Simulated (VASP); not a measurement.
Write the native input for VASP 6.6.1 that does the following.

```yaml
Task: single point
Functional: PBE
Potentials_or_basis: VASP PAW PBE potentials, release 64 (B, N)
Cutoff: 520 eV
k_mesh: 6 × 6 × 10
Occupations: gaussian, width 0.05 eV
Spin: no spin polarisation
Dipole_correction: no
Further_INCAR_settings: ALGO = Normal; EDIFF = 1e-06; NBANDS = 26
```

The structure of BN lies in POSCAR:

```
BN
1.0
    4.3895000000      0.0000000000      0.0000000000
    0.0000000000      4.3895000000      0.0000000000
    0.0000000000      0.0000000000      2.2433000000
B N
4 4
Direct
    0.1742811368      0.8257188632      0.5000000000
    0.3257188632      0.3257188632      0.0000000000
    0.6742811368      0.6742811368      0.0000000000
    0.8257188632      0.1742811368      0.5000000000
    0.8126115048      0.8126115048      0.5000000000
    0.3126115048      0.6873884952      0.0000000000
    0.6873884952      0.3126115048      0.0000000000
    0.1873884952      0.1873884952      0.5000000000
```

The input as run:

INCAR

```
PREC = Accurate
ENCUT = 520
EDIFF = 1E-6
ISMEAR = 0
SIGMA = 0.05
LREAL = F
LASPH = T
NELM = 100
ALGO = Normal
ISIF = 2
LWAVE = F
LCHARG = F
GGA = PE
NBANDS = 26
```

KPOINTS

```
regular mesh
0
Gamma
  6 6 10
```

Potentials or basis: VASP PAW PBE potentials, release 64 (B, N).

Launch:

```console
$ cat potpaw_PBE.64/B/POTCAR potpaw_PBE.64/N/POTCAR > POTCAR
$ mpirun -np 1 vasp_std > vasp.out
```

It gave:

* Pressure: 77.8 GPa
* Largest force: 1.707 eV/Å
* Band gap on the k mesh: 4.12 eV, indirect (least direct gap 5.89 eV)

Caveat: forces of over 1 eV/Å act on the atoms, so gaps and moduli don't describe the material at rest.

Run time: 22 s on 1 thread of Intel(R) Xeon(R) 6975P-C (Granite Rapids), on a shared host, peak memory 0.18 GiB.
